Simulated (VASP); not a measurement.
AlNi (rocksalt type), 2 atoms in the cell. The structure is cubic, space group Fm-3m (No. 225). The conventional cell has a = 4.303 Å, b = 4.303 Å, c = 4.303 Å, α = 90.00°, β = 90.00°, γ = 90.00°. Ni (site symmetry m-3m) has 6 Al at 2.15 Å within 2.8 Å. Al (site symmetry m-3m) has 6 Ni at 2.15 Å within 2.8 Å. 

| Quantity | Value |
| --- | --- |
| Program | VASP 6.6.1 |
| Task | single point |
| Functional | revPBE |
| Potentials or basis | VASP PAW PBE potentials, release 64 (Ni, Al) |
| Cutoff | 520 eV |
| k mesh | 14 × 14 × 14 |
| Occupations | tetrahedron |
| Spin | no spin polarisation |
| Dipole correction | no |
| Further INCAR settings | ALGO = Normal; EDIFF = 1e-06; NBANDS = 14 |

Potentials or basis: VASP PAW PBE potentials, release 64 (Ni, Al).

The run is started by

```bash
$ cat potpaw_PBE.64/Ni/POTCAR potpaw_PBE.64/Al/POTCAR > POTCAR
$ mpirun -np 1 vasp_std > vasp.out
```

Hardware: 1 thread of AMD EPYC 9R45 (Zen 5), on a shared host.

Q: How long does it take, and how much memory?

A: Wall time 15 s on 1 thread of AMD EPYC 9R45 (Zen 5), with other jobs on the host, peak memory 0.13 GiB. Counts: scf iterations 14, k points 104.
